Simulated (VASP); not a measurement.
# Al (P6_3/mmc) in VASP: further runs

Runs on Al. Level: LDA. Tasks: single point.

All numbers are computed with VASP 6.6.1; they aren't measurements. Logs are shortened: lines on timing, memory, paths and dates and some standing lists are left out, and cuts for length are marked.

### Step 1. The cell of the first run

It takes space group P6_3/mmc (No. 194, hexagonal). The conventional cell has a = 2.606 Å, b = 2.606 Å, c = 4.311 Å, α = 90.00°, β = 90.00°, γ = 120.00°. Al (site symmetry -6m2) has 12 Al at 2.61 to 2.63 Å within 3.4 Å.

### Step 2. Single point, LDA

INCAR

```
SYSTEM = Al
PREC = Accurate
ENCUT = 520
EDIFF = 1E-6
ISMEAR = 0
SIGMA = 0.15
LREAL = .FALSE.
LASPH = .TRUE.
NELM = 100
ALGO = Fast
ISIF = 2
LWAVE = .FALSE.
LCHARG = .FALSE.
NBANDS = 10
```

KPOINTS

```
Automatic mesh
0
G
  18 18 10
  0 0 0
```

POSCAR

```
Al
1.0
    2.6063000000      0.0000000000      0.0000000000
   -1.3031500000      2.2571220099      0.0000000000
    0.0000000000      0.0000000000      4.3113000000
Al
2
Direct
    0.6666666667      0.3333333333      0.7500000000
    0.3333333333      0.6666666667      0.2500000000
```

Potentials or basis: VASP PAW LDA potentials, release 64 (Al).

Command:

```sh
> cat potpaw_LDA.64/Al/POTCAR > POTCAR
> mpirun -np 1 vasp_std > vasp.out
```

OUTCAR:

```text
SYSTEM = Al
   PREC = Accurate
   ENCUT = 520
   EDIFF = 1E-6
   ISMEAR = 0
   LREAL = .FALSE.
   LASPH = .TRUE.
   NELM = 100
   ISIF = 2

 ion  position               nearest neighbor table
   1  0.667  0.333  0.750-   2 2.63   2 2.63   2 2.63   2 2.63   2 2.63   2 2.63
   2  0.333  0.667  0.250-   1 2.63   1 2.63   1 2.63   1 2.63   1 2.63   1 2.63

  LATTYP: Found a hexagonal cell.
 ALAT       =     2.6063000000
 C/A-ratio  =     1.6541840924

  Lattice vectors:

 A1 = (   2.6063000000,   0.0000000000,   0.0000000000)
 A2 = (  -1.3031500000,   2.2571220099,   0.0000000000)
 A3 = (   0.0000000000,   0.0000000000,   4.3113000000)

Analysis of symmetry for initial positions (statically):
=====================================================================
 Subroutine PRICEL returns:
 Original cell was already a primitive cell.

 Routine SETGRP: Setting up the symmetry group for a
 hexagonal supercell.

 Subroutine GETGRP returns: Found 24 space group operations
 (whereof 12 operations were pure point group operations)
 out of a pool of 24 trial point group operations.

The static configuration has the point symmetry D_3d.
 The point group associated with its full space group is D_6h.

Analysis of symmetry for dynamics (positions and initial velocities):
=====================================================================
 Subroutine PRICEL returns:
 Original cell was already a primitive cell.

 Routine SETGRP: Setting up the symmetry group for a
 hexagonal supercell.

 Subroutine GETGRP returns: Found 24 space group operations
 (whereof 12 operations were pure point group operations)
 out of a pool of 24 trial point group operations.

The dynamic configuration has the point symmetry D_3d.
 The point group associated with its full space group is D_6h.

 Subroutine INISYM returns: Found 24 space group operations
 (whereof 12 operations are pure point group operations),
 and found     1 'primitive' translations

----------------------------------------------------------------------------------------

                                     Primitive cell

  volume of cell :      25.3622

  direct lattice vectors                    reciprocal lattice vectors
     2.606300000  0.000000000  0.000000000     0.383685685  0.221521033  0.000000000
    -1.303150000  2.257122010  0.000000000     0.000000000  0.443042067  0.000000000
     0.000000000  0.000000000  4.311300000     0.000000000  0.000000000  0.231948600

  length of vectors
     2.606300000  2.606300000  4.311300000     0.443042067  0.443042067  0.231948600

  position of ions in fractional coordinates (direct lattice)
     0.666666667  0.333333333  0.750000000
     0.333333333  0.666666667  0.250000000

  ion indices of the primitive-cell ions
   primitive index   ion index
                 1           1
                 2           2

----------------------------------------------------------------------------------------

 KPOINTS: Automatic mesh

Automatic generation of k-mesh.
 Grid dimensions read from file:
 generate k-points for:   18   18   10

 Generating k-lattice:

  Cartesian coordinates                     Fractional coordinates (reciprocal lattice)
     0.021315871  0.012306724  0.000000000     0.055555556 -0.000000000  0.000000000
     0.000000000  0.024613448  0.000000000     0.000000000  0.055555556  0.000000000
     0.000000000  0.000000000  0.023194860     0.000000000  0.000000000  0.100000000

  Length of vectors
     0.024613448  0.024613448  0.023194860

  Shift w.r.t. Gamma in fractional coordinates (k-lattice)
     0.000000000  0.000000000  0.000000000

 Subroutine IBZKPT returns following result:
 ===========================================

 Found    222 irreducible k-points:

 Following reciprocal coordinates:
            Coordinates               Weight
  0.000000  0.000000  0.000000      1.000000
  0.055556  0.000000  0.000000      6.000000
  0.111111  0.000000  0.000000      6.000000
  0.166667  0.000000  0.000000      6.000000
  0.222222  0.000000  0.000000      6.000000
  0.277778  0.000000  0.000000      6.000000
[... 16 lines left out ...]
  0.333333  0.111111  0.000000     12.000000
  0.388889  0.111111  0.000000     12.000000
 [... further k-points ...]
   k-points           NKPTS =    222   k-points in BZ     NKDIM =    222   number of bands    NBANDS=     10
   number of dos      NEDOS =    301   number of ions     NIONS =      2
   total plane-waves  NPLWV =  12800
   dimension x,y,z NGX =    20 NGY =   20 NGZ =   32
   dimension x,y,z NGXF=    40 NGYF=   40 NGZF=   64
   ions per type =               2
   NGX,Y,Z   is equivalent  to a cutoff of  12.76, 12.76, 12.34 a.u.
   NGXF,Y,Z  is equivalent  to a cutoff of  25.51, 25.51, 24.68 a.u.
 SYSTEM =  Al
   PREC   = accura    normal or accurate (medium, high low for compatibility)
   ISTART =      0    job   : 0-new  1-cont  2-samecut
   ICHARG =      2    charge: 1-file 2-atom 10-const
   ISPIN  =      1    spin polarized calculation?
   LNONCOLLINEAR =      F non collinear calculations
   LSORBIT =      F    spin-orbit coupling
   LASPH  =      T    aspherical Exc in radial PAW
   ENCUT  =  520.0 eV  38.22 Ry    6.18 a.u.   4.85  4.85  8.02*2*pi/ulx,y,z
   NELM   =    100;   NELMIN=  2; NELMDL= -5     # of ELM steps
   EDIFF  = 0.1E-05   stopping-criterion for ELM
   LREAL  =      F    real-space projection
   EDIFFG = 0.1E-04   stopping-criterion for IOM
   NSW    =      0    number of steps for IOM
   IBRION =     -1    ionic relax: 0-MD 1-quasi-New 2-CG
   NFREE  =      0    steps in history (QN), initial steepest desc. (CG)
   ISIF   =      2    stress and relaxation
   ISYM   =      2    0-nonsym 1-usesym 2-fastsym
   POTIM  = 0.5000    time-step for ionic-motion
   TEBEG  =    0.0;   TEEND  =   0.0 temperature during run
   PSTRESS=    0.0 pullay stress
   NELECT =       6.0000    total number of electrons
   NUPDOWN=      -1.0000    fix difference up-down
   EMIN   =  10.00;   EMAX   =-10.00  energy-range for DOS
   EFERMI =   0.00;   METHOD = LEGACY
   ISMEAR =     0;   SIGMA  =   0.15  broadening in eV -4-tet -1-fermi 0-gaus
   EFERMI_NEDOS =   21; number of points for ismear=-14 and -15
   IALGO  =     68    algorithm
   IMIX   =      4    mixing-type and parameters
     AMIX     =   0.40;   BMIX     =  1.00
     AMIX_MAG =   1.60;   BMIX_MAG =  1.00
  volume/ion in A,a.u.               =      12.68        85.58
  Fermi-wavevector in a.u.,A,eV,Ry     =   1.012502  1.913352 13.948161  1.025161
  Thomas-Fermi vector in A             =   2.145616
   LORBIT       =      0    0 simple, 1 ext, 2 COOP (PROOUT), +10 PAW based schemes
   GGA     = CA    functional components
   LHFCALC =     F    Hartree Fock is set to
   AEXX    =    0.0000 exact exchange contribution
   IVDW    =     0    specifies the selected vdW correction
   LEPSILON=     F    determine dielectric tensor
   LRPA    =     F    only Hartree local field effects (RPA)
 non-spin polarized calculation
 RMM-DIIS sequential band-by-band and
 Gauss-broadening in eV      SIGMA  =   0.15
  energy-cutoff  :      520.00
  volume of cell :       25.36
 maximum number of plane-waves:       702
 NGX is ok and might be reduce to    20
   NGX =  9   NGY =  9   NGZ = 17

 number of electron       6.0000000 magnetization

 Free energy of the ion-electron system (eV)
  ---------------------------------------------------
  ext. energy  EPLUGINS =         0.00000000
  ---------------------------------------------------
  free energy    TOTEN  =        -7.80634119 eV

  energy without entropy =       -7.79739808  energy(sigma->0) =       -7.80186964

 E-fermi :  10.8270     XC(G=0): -11.3571

 val. band max:       10.8098333580   @ k =   0.2778   0.2222   0.2000
 cond. band min:      10.8342693501   @ k =   0.2222   0.2222   0.0000
 fundamental gap:      0.0244359921
 Fermi energy:        10.8269721263

 k-point     1 :       0.0000    0.0000    0.0000
  band No.  band energies     occupation
      1      -2.2229      2.00000
      2       5.0821      2.00000
      3       5.8554      2.00000
      4      23.4328      0.00000
      5      23.4328      0.00000
      6      23.8187      0.00000
      7      23.8187      0.00000
      8      24.0962      0.00000
      9      27.8109      0.00000
     10      28.1011      0.00000

 k-point     2 :       0.0556    0.0000    0.0000
  band No.  band energies     occupation
      1      -2.1337      2.00000
      2       5.1627      2.00000
      3       5.9403      2.00000
      4      21.5395      0.00000
      5      22.4244      0.00000
      6      23.4718      0.00000
      7      24.9220      0.00000
      8      24.9540      0.00000
      9      27.8924      0.00000
     10      28.2215      0.00000

 k-point     3 :       0.1111    0.0000    0.0000
  band No.  band energies     occupation
      1      -1.8665      2.00000
      2       5.4047      2.00000
      3       6.1929      2.00000
      4      19.1510      0.00000
      5      21.3743      0.00000
      6      22.4485      0.00000
      7      25.1575      0.00000
      8      25.6834      0.00000
      9      26.1362      0.00000
     10      27.5400      0.00000

 k-point     4 :       0.1667    0.0000    0.0000
  band No.  band energies     occupation
      1      -1.4227      2.00000
      2       5.8084      2.00000
      3       6.6071      2.00000
      4      16.7803      0.00000
      5      20.4579      0.00000
      6      21.2100      0.00000
      7      23.3327      0.00000
      8      24.5034      0.00000
      9      26.6301      0.00000
     10      26.7775      0.00000
[... 222 lines left out ...]
 k-point    22 :       0.2778    0.1111    0.0000
  band No.  band energies     occupation
      1       1.2006      2.00000
      2       8.2377      2.00000
      3       8.6077      2.00000
      4      10.9334      0.31580
      5      14.7350      0.00000
      6      17.0571      0.00000
      7      18.6740      0.00000
      8      21.5459      0.00000
      9      22.8435      0.00000
     10      24.1211      0.00000

 k-point    23 :       0.3333    0.1111    0.0000
  band No.  band energies     occupation
      1       2.3159      2.00000
      2       8.0196      2.00000
      3       9.2920      2.00000
      4      10.6310      1.93537
      5      14.0998      0.00000
      6      15.1934      0.00000
      7      17.3207      0.00000
      8      21.1147      0.00000
      9      22.5263      0.00000
     10      23.7698      0.00000

 k-point    24 :       0.3889    0.1111    0.0000
  band No.  band energies     occupation
      1       3.5849      2.00000
      2       6.5247      2.00000
      3      10.5032      1.99773
      4      11.4544      0.00000
      5      13.3776      0.00000
      6      13.4923      0.00000
      7      16.3829      0.00000
      8      20.8578      0.00000
      9      22.3315      0.00000
     10      23.5511      0.00000

 [... further k-points ...]

------------------------ aborting loop because EDIFF is reached ----------------------------------------

  FORCE on cell =-STRESS in cart. coord.  units (eV):
  Direction    XX          YY          ZZ          XY          YZ          ZX
  --------------------------------------------------------------------------------------
  -------------------------------------------------------------------------------------
  Total        4.8996854      4.8996854      4.7098757      0.0000000      0.0000000      0.0000000
  in kB      309.5216959    309.5216959    297.5310822      0.0000000      0.0000000      0.0000000
  external PRESSURE =     305.5248247 kB  Pullay stress =       0.0000000 kB

 VOLUME and BASIS-vectors are now :
 -----------------------------------------------------------------------------
  energy-cutoff  :      520.00
  volume of cell :       25.36
      direct lattice vectors                 reciprocal lattice vectors
     2.606300000  0.000000000  0.000000000     0.383685685  0.221521033  0.000000000
    -1.303150000  2.257122010  0.000000000     0.000000000  0.443042067  0.000000000
     0.000000000  0.000000000  4.311300000     0.000000000  0.000000000  0.231948600

 POSITION                                       TOTAL-FORCE (eV/Angst)
 -----------------------------------------------------------------------------------
      1.30315      0.75237      3.23348         0.000000     -0.000000      0.000000
     -0.00000      1.50475      1.07783        -0.000000      0.000000      0.000000
 -----------------------------------------------------------------------------------
    total drift:                                0.000000     -0.000000     -0.000000

  FREE ENERGIE OF THE ION-ELECTRON SYSTEM (eV)
  ---------------------------------------------------
  free  energy   TOTEN  =        -7.8063411904 eV

  energy  without entropy=       -7.7973980812  energy(sigma->0) =       -7.80186964
```

Wall time 35 s (1 thread of AMD EPYC 7R13 (Zen 3), shared host); peak memory 0.12 GiB.

What came out:

```yaml
Free_energy: -7.8063 eV
Pressure: 30.6 GPa
Band_gap_on_the_k_mesh: zero (band 3 reaches 15.34 eV, above the bottom of band 4 at 7.30 eV)
```

(Part 1 of 2 ends here.)
